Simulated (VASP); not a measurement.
# Hg (R-3m) in VASP: a series of runs

Runs on Hg. Level: PBE. Tasks: single point.

Program: VASP 6.6.1. These are calculated values, not measurements. Logs are shortened: lines on timing, memory, paths and dates and some standing lists are left out, and cuts for length are marked.

### 1 The cell of the first run

The structure is trigonal, space group R-3m (No. 166). The conventional cell has a = 4.265 Å, b = 4.265 Å, c = 6.078 Å, α = 90.00°, β = 90.00°, γ = 120.00°. Within 4.2 Å of Hg (site symmetry -3m) lie 6 Hg at 3.19 Å.

### 2 Single point, PBE (volume scaled by 1.08)

Contents of INCAR:

```
SYSTEM = Hg
ALGO = Normal
EDIFF = 1E-7
ENCUT = 520
GGA = PE
ISIF = 2
ISMEAR = -1
LASPH = .True.
LCHARG = .False.
LREAL = .False.
LWAVE = .False.
NBANDS = 12
NELM = 60
PREC = Accurate
SIGMA = 0.1
```

Contents of KPOINTS:

```
k-points
0
Gamma
  17 17 17
  0 0 0
```

Contents of POSCAR:

```
Hg
1.0
    2.1324079260      1.2311462901      2.0260532828
   -2.1324079260      1.2311462901      2.0260532828
    0.0000000000     -2.4622925802      2.0260532828
Hg
1
Direct
    0.0000000000      1.0000000000      0.0000000000
```

Potentials or basis: VASP PAW PBE potentials, release 64 (Hg).

The run is started by

```bash
> cat potpaw_PBE.64/Hg/POTCAR > POTCAR
> mpirun -np 1 vasp_std > vasp.out
```

OUTCAR:

```text
SYSTEM = Hg
   EDIFF = 1E-7
   ENCUT = 520
   GGA = PE
   ISIF = 2
   ISMEAR = -1
   LASPH = .True.
   LREAL = .False.
   NELM = 60
   PREC = Accurate

 ion  position               nearest neighbor table
   1  0.000  0.000  0.000-

  LATTYP: Found a trigonal (rhomboedric) cell.
 ALAT       =     3.1886951336
 COS(alpha) =     0.1055736732

  Lattice vectors:

 A1 = (   2.1324079260,   1.2311462901,   2.0260532828)
 A2 = (  -2.1324079260,   1.2311462901,   2.0260532828)
 A3 = (   0.0000000000,  -2.4622925802,   2.0260532828)

Analysis of symmetry for initial positions (statically):
=====================================================================
 Subroutine PRICEL returns:
 Original cell was already a primitive cell.

 Routine SETGRP: Setting up the symmetry group for a
 trigonal (rhombohedral) supercell.

 Subroutine GETGRP returns: Found 12 space group operations
 (whereof 12 operations were pure point group operations)
 out of a pool of 12 trial point group operations.

The static configuration has the point symmetry D_3d.

Analysis of symmetry for dynamics (positions and initial velocities):
=====================================================================
 Subroutine PRICEL returns:
 Original cell was already a primitive cell.

 Routine SETGRP: Setting up the symmetry group for a
 trigonal (rhombohedral) supercell.

 Subroutine GETGRP returns: Found 12 space group operations
 (whereof 12 operations were pure point group operations)
 out of a pool of 12 trial point group operations.

The dynamic configuration has the point symmetry D_3d.

 Subroutine INISYM returns: Found 12 space group operations
 (whereof 12 operations are pure point group operations),
 and found     1 'primitive' translations

----------------------------------------------------------------------------------------

                                     Primitive cell

  volume of cell :      31.9141

  direct lattice vectors                    reciprocal lattice vectors
     2.132407926  1.231146290  2.026053283     0.234476712  0.135375193  0.164523478
    -2.132407926  1.231146290  2.026053283    -0.234476712  0.135375193  0.164523478
     0.000000000 -2.462292580  2.026053283     0.000000000 -0.270750386  0.164523478

  length of vectors
     3.188695134  3.188695134  3.188695134     0.316818160  0.316818160  0.316818160

  position of ions in fractional coordinates (direct lattice)
     0.000000000  0.000000000  0.000000000

  ion indices of the primitive-cell ions
   primitive index   ion index
                 1           1

----------------------------------------------------------------------------------------

 KPOINTS: k-points

Automatic generation of k-mesh.
 Grid dimensions read from file:
 generate k-points for:   17   17   17

 Generating k-lattice:

  Cartesian coordinates                     Fractional coordinates (reciprocal lattice)
     0.013792748  0.007963247  0.009677852     0.058823529 -0.000000000 -0.000000000
    -0.013792748  0.007963247  0.009677852    -0.000000000  0.058823529 -0.000000000
     0.000000000 -0.015926493  0.009677852    -0.000000000 -0.000000000  0.058823529

  Length of vectors
     0.018636362  0.018636362  0.018636362

  Shift w.r.t. Gamma in fractional coordinates (k-lattice)
     0.000000000  0.000000000  0.000000000

 Subroutine IBZKPT returns following result:
 ===========================================

 Found    489 irreducible k-points:

 Following reciprocal coordinates:
            Coordinates               Weight
  0.000000  0.000000  0.000000      1.000000
  0.058824  0.000000 -0.000000      6.000000
  0.117647  0.000000 -0.000000      6.000000
  0.176471  0.000000 -0.000000      6.000000
  0.235294  0.000000 -0.000000      6.000000
  0.294118  0.000000  0.000000      6.000000
[... 16 lines left out ...]
 -0.176471  0.058824  0.000000     12.000000
 -0.117647  0.058824  0.000000     12.000000
 [... further k-points ...]
   k-points           NKPTS =    489   k-points in BZ     NKDIM =    489   number of bands    NBANDS=     12
   number of dos      NEDOS =    301   number of ions     NIONS =      1
   total plane-waves  NPLWV =  13824
   dimension x,y,z NGX =    24 NGY =   24 NGZ =   24
   dimension x,y,z NGXF=    48 NGYF=   48 NGZF=   48
   ions per type =               1
   NGX,Y,Z   is equivalent  to a cutoff of  12.51, 12.51, 12.51 a.u.
   NGXF,Y,Z  is equivalent  to a cutoff of  25.03, 25.03, 25.03 a.u.
 SYSTEM =  Hg
   PREC   = accura    normal or accurate (medium, high low for compatibility)
   ISTART =      0    job   : 0-new  1-cont  2-samecut
   ICHARG =      2    charge: 1-file 2-atom 10-const
   ISPIN  =      1    spin polarized calculation?
   LNONCOLLINEAR =      F non collinear calculations
   LSORBIT =      F    spin-orbit coupling
   LASPH  =      T    aspherical Exc in radial PAW
   ENCUT  =  520.0 eV  38.22 Ry    6.18 a.u.   5.93  5.93  5.93*2*pi/ulx,y,z
   NELM   =     60;   NELMIN=  2; NELMDL= -5     # of ELM steps
   EDIFF  = 0.1E-06   stopping-criterion for ELM
   LREAL  =      F    real-space projection
   EDIFFG = 0.1E-05   stopping-criterion for IOM
   NSW    =      0    number of steps for IOM
   IBRION =     -1    ionic relax: 0-MD 1-quasi-New 2-CG
   NFREE  =      0    steps in history (QN), initial steepest desc. (CG)
   ISIF   =      2    stress and relaxation
   ISYM   =      2    0-nonsym 1-usesym 2-fastsym
   POTIM  = 0.5000    time-step for ionic-motion
   TEBEG  =    0.0;   TEEND  =   0.0 temperature during run
   PSTRESS=    0.0 pullay stress
   NELECT =      12.0000    total number of electrons
   NUPDOWN=      -1.0000    fix difference up-down
   EMIN   =  10.00;   EMAX   =-10.00  energy-range for DOS
   EFERMI =   0.00;   METHOD = LEGACY
   ISMEAR =    -1;   SIGMA  =   0.10  broadening in eV -4-tet -1-fermi 0-gaus
   EFERMI_NEDOS =   21; number of points for ismear=-14 and -15
   IALGO  =     38    algorithm
   IMIX   =      4    mixing-type and parameters
     AMIX     =   0.40;   BMIX     =  1.00
     AMIX_MAG =   1.60;   BMIX_MAG =  1.00
  volume/ion in A,a.u.               =      31.91       215.37
  Fermi-wavevector in a.u.,A,eV,Ry     =   1.181611  2.232921 18.996519  1.396205
  Thomas-Fermi vector in A             =   2.317881
   LORBIT       =      0    0 simple, 1 ext, 2 COOP (PROOUT), +10 PAW based schemes
   GGA     = PE    functional components
   LHFCALC =     F    Hartree Fock is set to
   AEXX    =    0.0000 exact exchange contribution
   IVDW    =     0    specifies the selected vdW correction
   LEPSILON=     F    determine dielectric tensor
   LRPA    =     F    only Hartree local field effects (RPA)
 non-spin polarized calculation
  energy-cutoff  :      520.00
  volume of cell :       31.91
 maximum number of plane-waves:       872
   NGX = 11   NGY = 11   NGZ = 11

 number of electron      11.9999999 magnetization

 Free energy of the ion-electron system (eV)
  ---------------------------------------------------
  ext. energy  EPLUGINS =         0.00000000
  ---------------------------------------------------
  free energy    TOTEN  =        -0.16698180 eV

  energy without entropy =       -0.15791061  energy(sigma->0) =       -0.16244620

 E-fermi :   0.8568     XC(G=0):  -9.1670

 val. band max:        0.8391896777   @ k =  -0.1765  -0.4706   0.0588
 cond. band min:       0.8875922942   @ k =   0.4706   0.1765   0.0588
 fundamental gap:      0.0484026165
 Fermi energy:         0.8568315631

 k-point     1 :       0.0000    0.0000    0.0000
  band No.  band energies     occupation
      1      -6.3736      2.00000
      2      -6.3736      2.00000
      3      -6.3726      2.00000
      4      -4.9842      2.00000
      5      -4.9842      2.00000
      6      -4.9453      2.00000
      7      10.1011      0.00000
      8      10.1011      0.00000
      9      10.3913      0.00000
     10      13.1631      0.00000
     11      14.9001      0.00000
     12      14.9001      0.00000

 k-point     2 :       0.0588    0.0000   -0.0000
  band No.  band energies     occupation
      1      -6.3699      2.00000
      2      -6.3636      2.00000
      3      -6.2981      2.00000
      4      -4.9993      2.00000
      5      -4.9891      2.00000
      6      -4.9530      2.00000
      7       9.4437      0.00000
      8      10.1698      0.00000
      9      10.3911      0.00000
     10      13.4962      0.00000
     11      14.9054      0.00000
     12      15.3942      0.00000

 k-point     3 :       0.1176    0.0000   -0.0000
  band No.  band energies     occupation
      1      -6.3594      2.00000
      2      -6.3358      2.00000
      3      -6.0748      2.00000
      4      -5.0420      2.00000
      5      -5.0161      2.00000
      6      -4.9608      2.00000
      7       8.0564      0.00000
      8      10.3704      0.00000
      9      10.5664      0.00000
     10      13.8380      0.00000
     11      14.9226      0.00000
     12      16.7684      0.00000
[... 286 lines left out ...]
 k-point    23 :      -0.1765    0.0588    0.0000
  band No.  band energies     occupation
      1      -6.3281      2.00000
      2      -6.2574      2.00000
      3      -5.6690      2.00000
      4      -5.1037      2.00000
      5      -5.0532      2.00000
      6      -4.9705      2.00000
      7       6.4483      0.00000
      8       9.7217      0.00000
      9      10.9290      0.00000
     10      14.4509      0.00000
     11      15.7319      0.00000
     12      18.7130      0.00000

 k-point    24 :      -0.1176    0.0588    0.0000
  band No.  band energies     occupation
      1      -6.3469      2.00000
      2      -6.2976      2.00000
      3      -6.0291      2.00000
      4      -5.0428      2.00000
      5      -5.0179      2.00000
      6      -4.9695      2.00000
      7       7.9484      0.00000
      8       9.5503      0.00000
      9      10.6029      0.00000
     10      14.2400      0.00000
     11      15.5557      0.00000
     12      16.9262      0.00000

 [... further k-points ...]

------------------------ aborting loop because EDIFF is reached ----------------------------------------

  FORCE on cell =-STRESS in cart. coord.  units (eV):
  Direction    XX          YY          ZZ          XY          YZ          ZX
  --------------------------------------------------------------------------------------
  -------------------------------------------------------------------------------------
  Total       -0.1010067     -0.1010067     -0.1199983      0.0000000     -0.0000000      0.0000000
  in kB       -5.0708253     -5.0708253     -6.0242596      0.0000000     -0.0000000      0.0000000
  external PRESSURE =      -5.3886367 kB  Pullay stress =       0.0000000 kB

 VOLUME and BASIS-vectors are now :
 -----------------------------------------------------------------------------
  energy-cutoff  :      520.00
  volume of cell :       31.91
      direct lattice vectors                 reciprocal lattice vectors
     2.132407926  1.231146290  2.026053283     0.234476712  0.135375193  0.164523478
    -2.132407926  1.231146290  2.026053283    -0.234476712  0.135375193  0.164523478
     0.000000000 -2.462292580  2.026053283     0.000000000 -0.270750386  0.164523478

 POSITION                                       TOTAL-FORCE (eV/Angst)
 -----------------------------------------------------------------------------------
      0.00000      0.00000      0.00000         0.000000     -0.000000     -0.000000
 -----------------------------------------------------------------------------------
    total drift:                               -0.000000     -0.000000      0.000000

  FREE ENERGIE OF THE ION-ELECTRON SYSTEM (eV)
  ---------------------------------------------------
  free  energy   TOTEN  =        -0.1669817966 eV

  energy  without entropy=       -0.1579106071  energy(sigma->0) =       -0.16244620
```

It took 1.9 min on 1 thread of AMD EPYC 7R13, shared host; peak memory 0.28 GiB.

What came out:

```yaml
Free_energy: -0.1670 eV
Pressure: -0.5 GPa
Band_gap_on_the_k_mesh: zero (band 6 reaches 3.13 eV, above the bottom of band 7 at 0.03 eV)
```

Levels at points of the mesh, in eV from the Fermi level:
| k point | band 3 | band 4 | band 5 | band 6 | band 7 | band 8 | band 9 | band 10 |
| --- | --- | --- | --- | --- | --- | --- | --- | --- |
| (0.00, 0.00, 0.00) | -7.23 | -5.84 | -5.84 | -5.80 | 9.24 | 9.24 | 9.53 | 12.31 |

Caveat: the cell differs from its parent crystal (volume scaled by 1.08); spin-orbit coupling is left out, which moves the levels of the heavy elements.

### 3 Single point, PBE (volume scaled by 1.12)

Contents of INCAR:

```
PREC = Accurate
ENCUT = 520
EDIFF = 1E-6
ISMEAR = -1
SIGMA = 0.1
LREAL = False
LASPH = True
NELM = 80
ALGO = Normal
ISIF = 2
LWAVE = False
LCHARG = False
GGA = PE
NBANDS = 12
```

Contents of KPOINTS:

```
Automatic mesh
0
Gamma
  17 17 17
```

Contents of POSCAR:

```
Hg
1.0
    2.1584154639      1.2461617491      2.0507636850
   -2.1584154639      1.2461617491      2.0507636850
    0.0000000000     -2.4923234982      2.0507636850
Hg
1
Direct
    0.0000000000      1.0000000000      0.0000000000
```

Potentials or basis: VASP PAW PBE potentials, release 64 (Hg).

The run is started by

```bash
> cat potpaw_PBE.64/Hg/POTCAR > POTCAR
> mpirun -np 1 vasp_std > vasp.out
```

Run time: 2.1 min. Hardware: 1 thread of AMD EPYC 7R13, shared host; peak memory 0.29 GiB.

It converged, with:

* Free energy: -0.1627 eV
* Pressure: -0.7 GPa
* Band gap on the k mesh: zero (band 6 reaches 2.73 eV, above the bottom of band 7 at -0.05 eV)

Stress tensor (GPa, compression positive):
```
-0.70  0.00  0.00
 0.00 -0.70  0.00
 0.00  0.00 -0.81
```

Levels at points of the mesh, in eV from the Fermi level:
```tsv
k point	band 3	band 4	band 5	band 6	band 7	band 8	band 9	band 10
(0.00, 0.00, 0.00)	-7.02	-5.83	-5.83	-5.79	9.04	9.04	9.36	12.00
```

Caveat: the cell differs from its parent crystal (volume scaled by 1.12); spin-orbit coupling is left out, which moves the levels of the heavy elements.

### 4 Single point, PBE

This run uses another cell than the first one, of 29.55 Å³/atom, 0.926 times its volume.

Contents of INCAR:

```
PREC     = Accurate       # precision mode
ENCUT    = 520            # plane-wave cutoff, eV
EDIFF    = 1E-6           # SCF threshold, eV
ISMEAR   = -1             # smearing method
SIGMA    = 0.6            # smearing width, eV
LREAL    = F              # projectors in reciprocal space
LASPH    = T              # aspherical terms in the spheres
NELM     = 80             # most SCF steps
ALGO     = Normal         # electronic algorithm
ISIF     = 2              # what is computed and relaxed
LWAVE    = F              # write WAVECAR
LCHARG   = F              # write CHGCAR
GGA      = PE             # functional
NBANDS   = 12             # bands
```

Contents of KPOINTS:

```
Automatic mesh
0
Gamma
  10 10 10
```

Contents of POSCAR:

```
Hg
1.0
    2.0783995336      1.1999645302      1.9747385792
   -2.0783995336      1.1999645302      1.9747385792
    0.0000000000     -2.3999290604      1.9747385791
Hg
1
Direct
    0.0000000000      1.0000000000      0.0000000000
```

The run is started by

```bash
> cat potpaw_PBE.64/Hg/POTCAR > POTCAR
> mpirun -np 1 vasp_std > vasp.out
```

It took 28 s on 1 thread of Intel Xeon 8259CL, shared host; peak memory 0.17 GiB.

It converged, with:

| Quantity | Value |
| --- | --- |
| Free energy | -0.3542 eV |
| Pressure | 0.0 GPa |
| Band gap on the k mesh | zero (band 6 reaches 4.24 eV, above the bottom of band 7 at -0.00 eV) |

Stress tensor (GPa, compression positive):
```
 0.04  0.00  0.00
 0.00  0.04  0.00
 0.00  0.00 -0.05
```

Levels at points of the mesh, in eV from the Fermi level:
```
           k point  band 3  band 4  band 5  band 6  band 7  band 8  band 9  band 10
(0.00, 0.00, 0.00)   -7.47   -5.85   -5.85   -5.81    9.74    9.74    9.95    13.00
(0.50, 0.00, 0.00)   -6.33   -6.22   -5.80   -2.81   -1.22   12.28   12.31    15.33
(0.50, 0.50, 0.00)   -6.22   -6.20   -5.32    0.22    1.07    2.46    7.38    14.08
(0.50, 0.50, 0.50)   -6.99   -5.30   -5.30    3.02    3.30    5.51    5.51     9.16
```

Caveat: spin-orbit coupling is left out, which moves the levels of the heavy elements.

### 5 Single point, PBE

This run uses another cell than the first one, of 29.55 Å³/atom, 0.926 times its volume.

Contents of INCAR:

```
  PREC = Accurate
  ENCUT = 520
  EDIFF = 1E-7
  ISMEAR = -1
  SIGMA = 1.0
  LREAL = False
  LASPH = True
  NELM = 60
  ALGO = Normal
  ISIF = 2
  LWAVE = False
  LCHARG = False
  GGA = PE
  NBANDS = 12
```

KPOINTS is that of step 4.

POSCAR is that of step 4.

The run is started by

```bash
> cat potpaw_PBE.64/Hg/POTCAR > POTCAR
> mpirun -np 1 vasp_std > vasp.out
```

It took 31 s on 1 thread of Intel Xeon 8259CL, shared host; peak memory 0.17 GiB.

It converged, with:

- Free energy: -0.7357 eV
- Pressure: 0.5 GPa
- Band gap on the k mesh: zero (band 6 reaches 4.22 eV, above the bottom of band 7 at -0.02 eV)

Levels at points of the mesh, in eV from the Fermi level:
```tsv
k point	band 2	band 3	band 4	band 5	band 6	band 7	band 8	band 9	band 10	band 11
(0.00, 0.00, 0.00)	-7.47	-7.47	-5.85	-5.85	-5.81	9.79	9.79	10.01	13.04	14.80
(0.50, 0.00, 0.00)	-7.20	-6.33	-6.23	-5.80	-2.78	-1.17	12.34	12.36	15.39	15.89
(0.50, 0.50, 0.00)	-7.17	-6.22	-6.20	-5.33	0.25	1.12	2.52	7.42	14.14	18.08
(0.50, 0.50, 0.50)	-6.99	-6.99	-5.31	-5.31	3.07	3.34	5.56	5.56	9.22	10.16
```

Caveat: spin-orbit coupling is left out, which moves the levels of the heavy elements.

### 6 Single point, PBE

This run uses another cell than the first one, of 29.55 Å³/atom, 0.926 times its volume.

Contents of INCAR:

```
SYSTEM = Hg
PREC = Accurate
ENCUT = 520
EDIFF = 1E-6
ISMEAR = 0
SIGMA = 0.01
LREAL = .False.
LASPH = .True.
NELM = 100
ALGO = Normal
ISIF = 2
LWAVE = .False.
LCHARG = .True.
GGA = PE
LELF = .True.
LVHAR = .True.
NBANDS = 12
```

Contents of KPOINTS:

```
Automatic mesh
0
Gamma
  10 10 10
  0 0 0
```

POSCAR is that of step 5.

Potentials or basis: VASP PAW PBE potentials, release 64 (Hg).

The run is started by

```bash
> cat potpaw_PBE.64/Hg/POTCAR > POTCAR
> mpirun -np 1 vasp_std > vasp.out
```

Wall time 29 s (1 thread of Intel Xeon 8259CL, shared host); peak memory 0.17 GiB.

The run converged. Its results:

* Free energy: -0.1715 eV
* Pressure: 0.1 GPa
* Band gap on the k mesh: zero (band 6 reaches 4.26 eV, above the bottom of band 7 at 0.01 eV)

Stress tensor (GPa, compression positive):
```
 0.19  0.00  0.00
 0.00  0.19  0.00
 0.00  0.00 -0.08
```

Levels at points of the mesh, in eV from the Fermi level:
```tsv
k point	band 2	band 3	band 4	band 5	band 6	band 7	band 8	band 9	band 10	band 11
(0.00, 0.00, 0.00)	-7.42	-7.42	-5.79	-5.79	-5.75	9.77	9.77	9.99	13.06	14.79
(0.50, 0.00, 0.00)	-7.17	-6.27	-6.17	-5.74	-2.76	-1.19	12.31	12.34	15.36	15.88
(0.50, 0.50, 0.00)	-7.12	-6.17	-6.14	-5.27	0.26	1.11	2.50	7.43	14.12	18.07
(0.50, 0.50, 0.50)	-6.94	-6.94	-5.25	-5.25	3.06	3.34	5.55	5.55	9.21	10.16
```

Caveat: spin-orbit coupling is left out, which moves the levels of the heavy elements.

### 7 Overview

| cell | k mesh | smearing | gap on the mesh (eV) | pressure (GPa) |
| --- | --- | --- | --- | --- |
| a = 3.189 Å, angles 83.9°, 1 atom | 17 × 17 × 17 | fermi-dirac 0.1 eV | none | -0.5 |
| a = 3.228 Å, angles 83.9°, 1 atom | 17 × 17 × 17 | fermi-dirac 0.1 eV | none | -0.7 |
| a = 3.108 Å, angles 83.9°, 1 atom | 10 × 10 × 10 | fermi-dirac 0.6 eV | none | 0.0 |
| a = 3.108 Å, angles 83.9°, 1 atom | 10 × 10 × 10 | fermi-dirac 1 eV | none | 0.5 |
| a = 3.108 Å, angles 83.9°, 1 atom | 10 × 10 × 10 | gaussian 0.01 eV | none | 0.1 |

Alike in all rows: task single point; level PBE; potentials or basis VASP PAW PBE potentials, release 64 (Hg); no spin polarisation; cutoff (eV) 520.

Caveats: spin-orbit coupling is left out, which moves the levels of the heavy elements.

Absolute energies hang on the potentials; compare differences alone.
